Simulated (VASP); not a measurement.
# RePb3 (Pm-3m) in VASP: notebook, part 2 of 2

VASP 6.6.1. The steps go on from the part before.

## 3. Single point, PBE

This run uses another cell than the first one, of 25.16 Å³/atom.

INCAR reads:

```
PREC = Accurate
ENCUT = 520
EDIFF = 1E-6
ISMEAR = 0
SIGMA = 0.1
LREAL = False
LASPH = True
NELM = 100
ALGO = Fast
ISIF = 2
LWAVE = False
LCHARG = False
GGA = PE
NBANDS = 32
```

KPOINTS reads:

```
regular mesh
0
Gamma
  10 10 10
```

POSCAR reads:

```
RePb3
1.0
    4.6516441520      0.0000000000      0.0000000000
    0.0000000000      4.6516441520      0.0000000000
    0.0000000000      0.0000000000      4.6516441520
Re Pb
1 3
Direct
    0.0000000000      0.0000000000      0.0000000000
    0.0000000000      0.5000000000      0.5000000000
    0.5000000000      0.0000000000      0.5000000000
    0.5000000000      0.5000000000      0.0000000000
```

Potentials or basis: VASP PAW PBE potentials, release 64 (Re, Pb_d).

Command:

```sh
cat potpaw_PBE.64/Re/POTCAR potpaw_PBE.64/Pb_d/POTCAR > POTCAR
mpirun -np 1 vasp_std > vasp.out
```

OUTCAR:

```text
PREC = Accurate
   ENCUT = 520
   EDIFF = 1E-6
   ISMEAR = 0
   LREAL = False
   LASPH = True
   NELM = 100
   ISIF = 2
   GGA = PE

 ion  position               nearest neighbor table
   1  0.000  0.000  0.000-   2 3.29   3 3.29   4 3.29   2 3.29   3 3.29   2 3.29   4 3.29   2 3.29
                             3 3.29   4 3.29   3 3.29   4 3.29
   2  0.000  0.500  0.500-   1 3.29   3 3.29   4 3.29   1 3.29   4 3.29   1 3.29   3 3.29   1 3.29
                             3 3.29   4 3.29   4 3.29   3 3.29
   3  0.500  0.000  0.500-   1 3.29   2 3.29   4 3.29   1 3.29   4 3.29   2 3.29   4 3.29   4 3.29
                             1 3.29   2 3.29   1 3.29   2 3.29
   4  0.500  0.500  0.000-   1 3.29   2 3.29   3 3.29   2 3.29   3 3.29   1 3.29   3 3.29   3 3.29
                             1 3.29   2 3.29   2 3.29   1 3.29

  LATTYP: Found a simple cubic cell.
 ALAT       =     4.6516441520

  Lattice vectors:

 A1 = (   4.6516441520,   0.0000000000,   0.0000000000)
 A2 = (   0.0000000000,   4.6516441520,   0.0000000000)
 A3 = (   0.0000000000,   0.0000000000,   4.6516441520)

Analysis of symmetry for initial positions (statically):
=====================================================================
 Subroutine PRICEL returns:
 Original cell was already a primitive cell.

 Routine SETGRP: Setting up the symmetry group for a
 simple cubic supercell.

 Subroutine GETGRP returns: Found 48 space group operations
 (whereof 48 operations were pure point group operations)
 out of a pool of 48 trial point group operations.

The static configuration has the point symmetry O_h .

Analysis of symmetry for dynamics (positions and initial velocities):
=====================================================================
 Subroutine PRICEL returns:
 Original cell was already a primitive cell.

 Routine SETGRP: Setting up the symmetry group for a
 simple cubic supercell.

 Subroutine GETGRP returns: Found 48 space group operations
 (whereof 48 operations were pure point group operations)
 out of a pool of 48 trial point group operations.
[... 127 lines left out ...]
  Fermi-wavevector in a.u.,A,eV,Ry     =   1.287855  2.433693 22.566229  1.658571
  Thomas-Fermi vector in A             =   2.419844
   LORBIT       =      0    0 simple, 1 ext, 2 COOP (PROOUT), +10 PAW based schemes
   GGA     = PE    functional components
   LHFCALC =     F    Hartree Fock is set to
   AEXX    =    0.0000 exact exchange contribution
   IVDW    =     0    specifies the selected vdW correction
   LEPSILON=     F    determine dielectric tensor
   LRPA    =     F    only Hartree local field effects (RPA)
 non-spin polarized calculation
 RMM-DIIS sequential band-by-band and
 Gauss-broadening in eV      SIGMA  =   0.10
  energy-cutoff  :      520.00
  volume of cell :      100.65
 maximum number of plane-waves:      2800
 NGX is ok and might be reduce to    36
   NGX = 17   NGY = 17   NGZ = 17

 number of electron      48.9999990 magnetization

 Free energy of the ion-electron system (eV)
  ---------------------------------------------------
  ext. energy  EPLUGINS =         0.00000000
  ---------------------------------------------------
  free energy    TOTEN  =       -18.56540162 eV

  energy without entropy =      -18.53298649  energy(sigma->0) =      -18.54919406

 E-fermi :   7.7398     XC(G=0): -11.0471

 val. band max:        7.7387608139   @ k =   0.5000   0.4000   0.4000
 cond. band min:       7.7403627644   @ k =   0.3000   0.3000   0.2000
 fundamental gap:      0.0016019505
 Fermi energy:         7.7398235571

 k-point     1 :       0.0000    0.0000    0.0000
  band No.  band energies     occupation
      1      -9.5112      2.00000
      2      -9.5018      2.00000
      3      -9.5018      2.00000
      4      -9.5018      2.00000
      5      -9.2247      2.00000
      6      -9.2247      2.00000
[... 829 lines left out ...]
     31      11.6932      0.00000
     32      12.2572      0.00000

 [... further k-points ...]

------------------------ aborting loop because EDIFF is reached ----------------------------------------

  FORCE on cell =-STRESS in cart. coord.  units (eV):
  Direction    XX          YY          ZZ          XY          YZ          ZX
  --------------------------------------------------------------------------------------
  -------------------------------------------------------------------------------------
  Total       -0.0542598     -0.0542598     -0.0542598     -0.0000000     -0.0000000      0.0000000
  in kB       -0.8637123     -0.8637123     -0.8637123     -0.0000000     -0.0000000      0.0000000
  external PRESSURE =      -0.8637123 kB  Pullay stress =       0.0000000 kB

 VOLUME and BASIS-vectors are now :
 -----------------------------------------------------------------------------
  energy-cutoff  :      520.00
  volume of cell :      100.65
      direct lattice vectors                 reciprocal lattice vectors
     4.651644152  0.000000000  0.000000000     0.214977751  0.000000000  0.000000000
     0.000000000  4.651644152  0.000000000     0.000000000  0.214977751  0.000000000
     0.000000000  0.000000000  4.651644152     0.000000000  0.000000000  0.214977751

 POSITION                                       TOTAL-FORCE (eV/Angst)
 -----------------------------------------------------------------------------------
      0.00000      0.00000      0.00000         0.000000      0.000000      0.000000
      0.00000      2.32582      2.32582         0.000000      0.000000      0.000000
      2.32582      0.00000      2.32582         0.000000      0.000000      0.000000
      2.32582      2.32582      0.00000         0.000000      0.000000      0.000000
 -----------------------------------------------------------------------------------
    total drift:                                0.000000      0.000000      0.000000

  FREE ENERGIE OF THE ION-ELECTRON SYSTEM (eV)
  ---------------------------------------------------
  free  energy   TOTEN  =       -18.5654016205 eV

  energy  without entropy=      -18.5329864931  energy(sigma->0) =      -18.54919406
```

OSZICAR:

```text
N       E                     dE             d eps       ncg     rms          rms(c)
DAV:   1     0.519927276944E+03    0.51993E+03   -0.23927E+04  5312   0.189E+03
DAV:   2     0.258466819096E+02   -0.49408E+03   -0.47994E+03  5384   0.560E+02
DAV:   3    -0.174283330714E+02   -0.43275E+02   -0.41902E+02  5728   0.181E+02
[... 19 lines left out ...]
RMM:  23    -0.185653968411E+02   -0.31869E-05   -0.35389E-05  3403   0.431E-02    0.105E-02
RMM:  24    -0.185653983700E+02   -0.15289E-05   -0.18682E-05  3427   0.451E-02    0.104E-02
RMM:  25    -0.185653999324E+02   -0.15624E-05   -0.16759E-05  3382   0.475E-02    0.105E-02
RMM:  26    -0.185654010192E+02   -0.10868E-05   -0.96606E-06  3346   0.489E-02    0.107E-02
RMM:  27    -0.185654016205E+02   -0.60128E-06   -0.78646E-06  3205   0.432E-02
   1 F= -.18565402E+02 E0= -.18549194E+02  d E =-.324151E-01
```

stdout:

```text
POSCAR found type information on POSCAR RePb
 POSCAR found :  2 types and       4 ions
 scaLAPACK will be used
 LDA part: xc-table for (Slater+PW92), standard interpolation
 POSCAR, INCAR and KPOINTS ok, starting setup
 FFT: planning ... GRIDC
 FFT: planning ... GRID_SOFT
 FFT: planning ... GRID
 WAVECAR not read
 entering main loop
WARNING in EDDRMM: call to ZHEGV failed, returncode =   8  4     26
```

Run time: 5 min. Hardware: 1 thread of Intel Xeon Platinum 8259CL at 2.50GHz (Skylake/Cascade Lake), shared host; peak memory 0.31 GiB.

Results:

```
Free energy            : -18.5654 eV
Pressure               : -0.1 GPa
Band gap on the k mesh : zero (an odd number of electrons rules out a gap without spin polarisation)
```

Levels at points of the mesh, in eV from the Fermi level:
```csv
k point,band 21,band 22,band 23,band 24,band 25,band 26,band 27,band 28
"(0.00, 0.00, 0.00)",-2.92,-0.40,-0.40,-0.40,-0.01,-0.01,0.07,2.90
"(0.50, 0.00, 0.00)",-2.08,-1.51,-0.41,0.13,0.21,0.21,1.23,1.32
"(0.50, 0.50, 0.00)",-1.82,-0.89,-0.40,-0.24,0.46,0.74,0.75,0.75
"(0.50, 0.50, 0.50)",-3.60,-3.60,-1.16,-0.01,-0.01,0.47,0.47,0.47
```

Caveat: spin-orbit coupling is left out, which moves the levels of the heavy elements.

## 4. Relaxation of cell and atoms, PBE

INCAR reads:

```
SYSTEM = RePb3
PREC = Accurate
ENCUT = 600
EDIFF = 1E-7
ISMEAR = 0
SIGMA = 0.1
LREAL = .False.
LASPH = .True.
NELM = 60
ALGO = Fast
ISIF = 3
LWAVE = .False.
LCHARG = .False.
GGA = PE
IBRION = 2
NSW = 100
EDIFFG = -0.01
```

KPOINTS reads:

```
Automatic mesh
0
Gamma
  10 10 10
  0 0 0
```

POSCAR reads:

```
RePb3
1.0
    4.7099144947      0.0000000000      0.0000000000
    0.0000000000      4.7099144947      0.0000000000
    0.0000000000      0.0000000000      4.7099144947
Re Pb
1 3
Direct
    0.0000000000      0.0000000000      0.0000000000
    0.0000000000      0.5000000000      0.5000000000
    0.5000000000      0.0000000000      0.5000000000
    0.5000000000      0.5000000000      0.0000000000
```

Command:

```sh
cat potpaw_PBE.64/Re/POTCAR potpaw_PBE.64/Pb_d/POTCAR > POTCAR
mpirun -np 1 vasp_std > vasp.out
```

Wall time 34 min (1 thread of Intel Xeon Platinum 8259CL at 2.50GHz (Skylake/Cascade Lake), shared host); peak memory 0.39 GiB.

The run converged. Its results:

* Free energy: -18.5663 eV
* Relaxed volume: 25.15 Å³/atom
* Relaxed cell: a = 4.651 Å, b = 4.651 Å, c = 4.651 Å, α = 90.00°, β = 90.00°, γ = 90.00°
* Space group after relaxing (to 0.1 Å): Pm-3m (No. 221)
* Energy gained by relaxing: 7.3 meV/atom
* Ionic steps: 3
* Pressure after relaxing: 0.0 GPa
* Band gap on the k mesh: zero (an odd number of electrons rules out a gap without spin polarisation)

The path:
| step | energy change (eV) | largest force (eV/Å) | pressure (GPa) | volume (Å³) |
| --- | --- | --- | --- | --- |
| 1 | 0.0000 | 0.0000 | -2.35 | 104.48 |
| 2 | -0.0223 | 0.0000 | 1.29 | 98.81 |
| 3 | -0.0294 | 0.0000 | 0.00 | 100.61 |

Final structure:
```yaml
crystal:
  lattice:
    - [4.65100, 0.00000, 0.00000]
    - [0.00000, 4.65100, 0.00000]
    - [0.00000, 0.00000, 4.65100]
  atoms:
    - { symbol: Re, position: [0.00000, 0.00000, 0.00000] }
    - { symbol: Pb, position: [0.00000, 0.50000, 0.50000] }
    - { symbol: Pb, position: [0.50000, 0.00000, 0.50000] }
    - { symbol: Pb, position: [0.50000, 0.50000, 0.00000] }
```

Levels at points of the mesh, in eV from the Fermi level:
```tsv
k point	band 20	band 21	band 22	band 23	band 24	band 25	band 26	band 27	band 28	band 29
(0.00, 0.00, 0.00)	-2.92	-2.92	-0.40	-0.40	-0.40	-0.01	-0.01	0.07	2.90	2.90
(0.50, 0.00, 0.00)	-2.66	-2.08	-1.51	-0.41	0.13	0.20	0.20	1.23	1.32	1.32
(0.50, 0.50, 0.00)	-1.82	-1.82	-0.89	-0.40	-0.24	0.46	0.74	0.75	0.75	3.81
(0.50, 0.50, 0.50)	-3.61	-3.61	-3.61	-1.16	-0.01	-0.01	0.47	0.47	0.47	6.97
```

Caveat: spin-orbit coupling is left out, which moves the levels of the heavy elements.

## 5. Overview

```csv
task,cell,k mesh,cutoff (eV),gap on the mesh (eV),pressure (GPa)
single point,"a = 4.710 Å, 4 atoms",4 × 4 × 4,520,none,-2.1
single point,"a = 4.652 Å, 4 atoms",10 × 10 × 10,520,none,-0.1
relaxation of cell and atoms,"relaxed from a = 4.710 Å, 4 atoms",10 × 10 × 10,600,none,0.0
```

Alike in all rows: level PBE; potentials or basis VASP PAW PBE potentials, release 64 (Re, Pb_d); no spin polarisation; smearing gaussian 0.1 eV.

Caveats: spin-orbit coupling is left out, which moves the levels of the heavy elements.

Total energies depend on the potentials used, so only differences within one code and one set of settings carry meaning.
